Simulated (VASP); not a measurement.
# Mg7Te: single point with PBE

Mg7Te:

```
CELL_PARAMETERS angstrom
3.18218 -5.51178 0.00593
3.18218 5.51178 0.00593
-0.05689 0.00000 5.37885
ATOMIC_POSITIONS crystal
Mg 0.00274 0.50129 0.00013
Mg 0.82990 0.17010 0.50000
Mg 0.33342 0.66658 0.50000
Mg 0.49870 0.50130 0.00000
Mg 0.82989 0.65944 0.50024
Mg 0.34056 0.17011 0.49976
Mg 0.49871 0.99726 0.99987
Te 0.00007 0.99993 0.00000
```

```
Program                : VASP 6.6.1
Task                   : single point
Functional             : PBE
Potentials or basis    : VASP PAW PBE potentials, release 64 (Mg, Te)
Cutoff                 : 520 eV
k mesh                 : 6 × 6 × 6
Occupations            : gaussian, width 0.1 eV
Spin                   : no spin polarisation
Dipole correction      : no
Further INCAR settings : ALGO = Fast; EDIFF = 1e-06; NBANDS = 20
```

```yaml
Pressure: -0.1 GPa
Band_gap_on_the_k_mesh: zero (bands 10 and 11 overlap by 1.50 eV)
```

Levels at points of the mesh, in eV from the Fermi level:
```csv
k point,band 8,band 9,band 10,band 11,band 12,band 13
"(0.00, 0.00, 0.00)",-2.22,-2.04,-0.19,0.92,1.22,1.22
"(0.50, 0.00, 0.00)",-1.00,-0.95,0.00,0.49,0.52,0.97
"(0.50, 0.50, 0.00)",-1.00,-0.95,0.00,0.48,0.52,0.96
"(0.00, 0.00, 0.50)",-1.23,-1.22,-0.84,-0.83,-0.73,-0.73
"(0.50, 0.00, 0.50)",-2.18,-0.95,0.67,1.04,1.27,1.82
"(0.50, 0.50, 0.50)",-2.18,-0.95,0.67,1.03,1.27,1.82
```

It took 6.7 min on 1 thread of Intel Xeon 8259CL (shared host), peak memory 0.45 GiB.

Caveat: spin-orbit coupling is left out, which moves the levels of the heavy elements.
